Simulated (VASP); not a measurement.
CdTe: single point with PBE

CdTe:

```
Te Cd
1.0
     0.00000    3.20500    3.20500
     3.20500    0.00000    3.20500
     3.20500    3.20500    0.00000
Te Cd
1 1
Direct
  0.75000 0.75000 0.75000
  0.00000 0.00000 0.00000
```

| Property | Result |
| --- | --- |
| Program | VASP 6.6.1 |
| Task | single point |
| Functional | PBE |
| Potentials or basis | VASP PAW PBE potentials, release 64 (Te, Cd) |
| Cutoff | 520 eV |
| k mesh | 7 × 7 × 7 |
| Occupations | gaussian, width 0.022 eV |
| Spin | no spin polarisation |
| Dipole correction | no |
| Further INCAR settings | ALGO = Normal; EDIFF = 1e-07; NBANDS = 16 |

```
Pressure               : 4.4 GPa
Band gap on the k mesh : 0.87 eV
```

Levels at points of the mesh, in eV from the valence-band top:
| k point | band 5 | band 6 | band 7 | band 8 | band 9 | band 10 | band 11 | band 12 | band 13 | band 14 |
| --- | --- | --- | --- | --- | --- | --- | --- | --- | --- | --- |
| (0.00, 0.00, 0.00) | -8.12 | -8.12 | 0.00 | 0.00 | 0.00 | 0.87 | 4.58 | 4.58 | 4.58 | 7.51 |

Wall time 56 s on 1 thread of Intel Xeon 8259CL (shared host), peak memory 0.21 GiB.

Caveat: the cell stands under pressure; spin-orbit coupling is left out, which moves the levels of the heavy elements. Expect the measured gap to be larger: semilocal functionals such as PBE lack the derivative discontinuity.
